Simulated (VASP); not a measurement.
Wanted: the native input for a VASP 6.6.1 run.

```yaml
Task: single point
Functional: PBEsol
Potentials_or_basis: VASP PAW PBE potentials, release 64 (P)
Cutoff: 500 eV
k_mesh: 17 × 17 × 17
Occupations: fermi-dirac, width 0.05 eV
Spin: no spin polarisation
Dipole_correction: no
Further_INCAR_settings: ALGO = Normal; EDIFF = 1e-06; NBANDS = 8
```

The structure of P lies in POSCAR:

```
P
1.0
   -1.5066301413      1.5066301413      1.5066301413
    1.5066301413     -1.5066301413      1.5066301413
    1.5066301413      1.5066301413     -1.5066301413
P
1
Direct
    0.0000000000      0.0000000000      0.0000000000
```

This isn't the form of P at room conditions, which is orthorhombic.

One way to write it, as run:

INCAR

```
SYSTEM = P
  PREC = Accurate
  ENCUT = 500
  EDIFF = 1E-6
  ISMEAR = -1
  SIGMA = 0.05
  LREAL = .FALSE.
  LASPH = .TRUE.
  NELM = 120
  ALGO = Normal
  ISIF = 2
  LWAVE = .FALSE.
  LCHARG = .TRUE.
  GGA = PS
  LELF = .TRUE.
  LVHAR = .TRUE.
  NBANDS = 8
  GGA_COMPAT = .FALSE.
```

KPOINTS

```
Automatic mesh
0
G
  17 17 17
  0 0 0
```

Potentials or basis: VASP PAW PBE potentials, release 64 (P).

The run is started by

```console
$ cat potpaw_PBE.64/P/POTCAR > POTCAR
$ mpirun -np 1 vasp_std > vasp.out
```

It gave:

* Pressure: 0.1 GPa
* Band gap on the k mesh: zero (an odd number of electrons rules out a gap without spin polarisation)

Caveat: the PAW data sets were made with another functional, which shifts forces and pressure a little.

It took 7.2 s on 1 thread of Intel(R) Xeon(R) Platinum 8375C CPU @ 2.90GHz (Ice Lake), on a shared host, peak memory 0.13 GiB.
